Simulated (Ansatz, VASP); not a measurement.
**One calculation of TiHg, two programs**

INCAR

```
SYSTEM = TiHg
PREC     = Accurate       ! precision mode
ENCUT    = 520            ! plane-wave cutoff, eV
EDIFF    = 1E-8           ! SCF threshold, eV
ISMEAR   = -1             ! smearing method
SIGMA    = 0.08           ! smearing width, eV
LREAL    = .False.        ! projectors in reciprocal space
LASPH    = .True.         ! aspherical terms in the spheres
NELM     = 80             ! most SCF steps
ALGO     = Normal         ! electronic algorithm
ISIF     = 2              ! what is computed and relaxed
LWAVE    = .False.        ! write WAVECAR
LCHARG   = .False.        ! write CHGCAR
LEFG     = .True.       
NBANDS   = 19             ! bands
```

Contents of KPOINTS:

```
Automatic mesh
0
Gamma
  14 14 10
  0 0 0
```

File POSCAR:

```
TiHg
1.0
    2.9475746011      0.0000000000      0.0000000000
    0.0000000000      2.9475746011      0.0000000000
    0.0000000000      0.0000000000      3.9585074653
Ti Hg
1 1
Direct
    0.5000000000      0.5000000000      0.5000000000
    0.0000000000      0.0000000000      0.0000000000
```

Input for Ansatz:

```yaml
crystal:
  lattice:
    - [2.9475746011, 0.0, 0.0]
    - [0.0, 2.9475746011, 0.0]
    - [0.0, 0.0, 3.9585074653]
  atoms:
    - { symbol: Ti, position: [0.5, 0.5, 0.5] }
    - { symbol: Hg, position: [0.0, 0.0, 0.0] }
kpoints:
  mp_grid: { grid: [14, 14, 10] }
scf:
  occupations: { method: fermi_dirac, width: 0.08 }
hamiltonian:
  xc: lda
  pseudopotentials: { kind: paw }
output:
  forces: true
  stress: true
  eigenvalues: true
  efg: { contact_densities: true }
```

Change from the starting cell: volume scaled by 0.94, PAW files.

Alike in both runs: task electric field gradients; functional LDA; k mesh 14 × 14 × 10; occupations fermi-dirac, width 0.08 eV; no spin polarisation.

|  | VASP | Ansatz |
| --- | --- | --- |
| version | VASP 6.6.1 | Ansatz 0.2.0 |
| potentials or method | VASP PAW LDA potentials, release 64 (Ti_sv, Hg) | PAW with Ansatz's default frozen-core files, scalar-relativistic |
| plane-wave cutoff (eV) | 520 | 420 |
| valence electrons in the cell | 24 | 32 |

```csv
,VASP,Ansatz,Ansatz less VASP
pressure (GPa),2.0,0.8,-1.14
"traceless stress, the component that is largest in VASP (GPa)",0.78,0.83,+0.041
size of Vzz on the site where it differs most (V/Å²),225.8,221.0,-4.81
```

LDA's correlation is that of Perdew and Zunger in VASP and of Perdew and Wang (1992) in Ansatz. VASP's potentials hold 24 valence electrons a cell and Ansatz's 32, so a difference there can come from the potentials and not from the codes.

Spin-orbit coupling is off throughout.
